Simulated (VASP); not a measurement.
Input of a VASP 6.6.1 run:

The input INCAR:

```
SYSTEM = Ti7Si6N7
ALGO     = Normal         ! electronic algorithm
EDIFF    = 1E-7           ! SCF threshold, eV
ENCUT    = 520            ! plane-wave cutoff, eV
GGA      = PE             ! functional
ISIF     = 2              ! what is computed and relaxed
ISMEAR   = -1             ! smearing method
ISYM     = 0            
LASPH    = .True.         ! aspherical terms in the spheres
LCHARG   = .True.         ! write CHGCAR
LELF     = .True.         ! ELF
LREAL    = Auto         
LVHAR    = .True.       
LWAVE    = .False.        ! write WAVECAR
NBANDS   = 88             ! bands
NELM     = 100            ! most SCF steps
PREC     = Accurate       ! precision mode
SIGMA    = 0.2482         ! smearing width, eV
```

Contents of KPOINTS:

```
Automatic mesh
0
Gamma
  1 1 1
  0.25 0.25 0.25
```

File POSCAR:

```
Ti7Si6N7
1.0
    6.5042800000      0.4199040000     -0.0552040000
    0.4199040000      6.2358210000     -0.0244010000
   -0.0552040000     -0.0244010000      6.4190480000
Si Ti N
6 7 7
Direct
    0.6426984352      0.0370852270     -0.0265775484
    0.8396642892      0.5317682920      0.6011752063
    0.4016406533      0.7662496082      0.1689649972
   -0.0815740499      0.7076274675      0.0878223070
    0.2176215088      0.0140587909     -0.0769949646
    0.8750070321      0.0320017854      0.6880192770
    0.5981333723      0.4663699731      0.8258377642
    0.7190885433      0.9535723715      0.3507550782
    0.6181382673      0.4306582243      0.3189348633
    0.1405929753      0.4513454203      0.8633581762
    0.1731478273      0.5724404137      0.4375402040
    0.3785148686      0.8955578045      0.6108795324
    0.2070862686      0.1268452509      0.2725147314
    0.3099197007      0.3681480304      0.2789533568
   -0.0376261424      0.3539632607      0.4341283854
   -0.0025550527      0.8803358341      0.4936193070
    0.6612959659      0.6965599266      0.4632531088
    0.6644721908      0.2683321801      0.0629471997
    0.3674093739      0.5742632077      0.7160868814
    0.5849515680      0.1420017693      0.5505560406
```

Potentials or basis: VASP PAW PBE potentials, release 64 (Si, Ti_sv, N).

Command:

```bash
$ cat potpaw_PBE.64/Si/POTCAR potpaw_PBE.64/Ti_sv/POTCAR potpaw_PBE.64/N/POTCAR > POTCAR
$ mpirun -np 1 vasp_std > vasp.out
```

Problem. Estimate the largest force.

Solution. 6.199 eV/Å.

Problem. Predict the pressure.

Solution. 14.4 GPa.

Stress tensor (GPa, compression positive):
```
10.34 -0.21 -3.69
-0.21 13.95  5.07
-3.69  5.07 18.90
```

Caveat: the k points lie up to 1.01 Å⁻¹ apart.
